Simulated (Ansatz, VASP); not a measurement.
## Two plane-wave programs on Sr4AgRu

```
Sr Ag Ru
1.0
     5.47460    0.00000    0.00000
    -2.73730    4.74114    0.00000
     0.00000    0.00000    6.95310
Sr Ag Ru
4 1 1
Direct
  0.33333 0.66667 0.76228
  0.33333 0.66667 0.23772
  0.66667 0.33333 0.23772
  0.66667 0.33333 0.76228
  0.00000 0.00000 0.50000
  0.00000 0.00000 0.00000
```

Alike in both runs: functional PBE; k mesh 12 × 12 × 6; occupations gaussian, width 0.1 eV; no spin polarisation.

Ansatz relaxed the structure, and its values are those at the end. VASP's run is a single point on that final structure, the one shown.

|  | VASP | Ansatz |
| --- | --- | --- |
| version | VASP 6.6.1 | Ansatz 0.2.0 |
| potentials or method | VASP PAW PBE potentials, release 64 (Sr_sv, Ag, Ru_pv), cutoff 520 eV | scalar-relativistic, plane waves, PAW |
| valence electrons in the cell | 65 | 75 |

|  | VASP | Ansatz | Ansatz less VASP |
| --- | --- | --- | --- |
| gap on the k mesh at the Fermi level (eV) | none | none | - |
| pressure (GPa) | 0.1 | 0.0 | -0.12 |
| rms of the force components (eV/Å) | 0.003 | 0.002 | -0.0015 |

A gap of «none» marks a metal or a gap that the smearing closes. VASP's potentials hold 65 valence electrons a cell and Ansatz's 75, so a difference there can come from the potentials and not from the codes.
